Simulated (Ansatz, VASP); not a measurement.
**One calculation of NaI, two programs**

POSCAR

```
NaI
1.0
    0.0000000000      3.3377650295      3.3377650295
    3.3377650295      0.0000000000      3.3377650295
    3.3377650295      3.3377650295      0.0000000000
Na I
1 1
Direct
    0.0000000000      0.0000000000      0.0000000000
    0.5000000000      0.5000000000      0.5000000000
```

The input INCAR.step1:

```
PREC = Accurate
ENCUT = 520
ISMEAR = 0
SIGMA = 0.02
LREAL = False
LASPH = True
NELM = 80
NBANDS = 14
GGA = PE
ALGO = Normal
EDIFF = 1E-4
LWAVE = True
LCHARG = False
```

File INCAR.step2:

```
PREC = Accurate
ENCUT = 520
EDIFF = 1E-7
ISMEAR = 0
SIGMA = 0.02
LREAL = False
LASPH = True
NELM = 80
ALGO = Normal
ISIF = 2
LWAVE = False
LCHARG = False
METAGGA = R2SCAN
LMIXTAU = True
NBANDS = 14
ISTART = 1
```

KPOINTS

```
regular mesh
0
Gamma
  6 6 6
```

Input for Ansatz:

```yaml
crystal:
  lattice:
    - [0.0, 3.3377650295, 3.3377650295]
    - [3.3377650295, 0.0, 3.3377650295]
    - [3.3377650295, 3.3377650295, 0.0]
  atoms:
    - { symbol: Na, position: [0.0, 0.0, 0.0] }
    - { symbol: I, position: [0.5, 0.5, 0.5] }
basis:
  ecutwfc: 500
kpoints:
  mp_grid: { grid: [6, 6, 6] }
hamiltonian:
  xc: r2scan
scf:
  occupations: { method: gaussian, width: 0.02 }
output:
  forces: true
  stress: true
  eigenvalues: true
```

Alike in both runs: task single point; functional r2SCAN; k mesh 6 × 6 × 6; occupations gaussian, width 0.02 eV; no spin polarisation.

|  | VASP | Ansatz |
| --- | --- | --- |
| version | VASP 6.6.1 | Ansatz 0.2.0 |
| potentials or method | VASP PAW PBE potentials, release 64 (Na_pv, I), cutoff 520 eV | scalar-relativistic, plane waves, PAW |
| valence electrons in the cell | 14 | 26 |

|  | VASP | Ansatz | Ansatz less VASP |
| --- | --- | --- | --- |
| gap on the k mesh at the Fermi level (eV) | 4.18 | 4.17 | -0.008 |
| least direct gap on the mesh (eV) | 4.18 | 4.17 | -0.008 |
| pressure (GPa) | -1.4 | -1.3 | +0.05 |

VASP's potentials were made for PBE, not for r2SCAN. With one functional, cell and mesh, what is left measures potentials, basis and numerics. VASP's potentials hold 14 valence electrons a cell and Ansatz's 26, so a difference there can come from the potentials and not from the codes.

Neither program's run includes spin-orbit coupling.
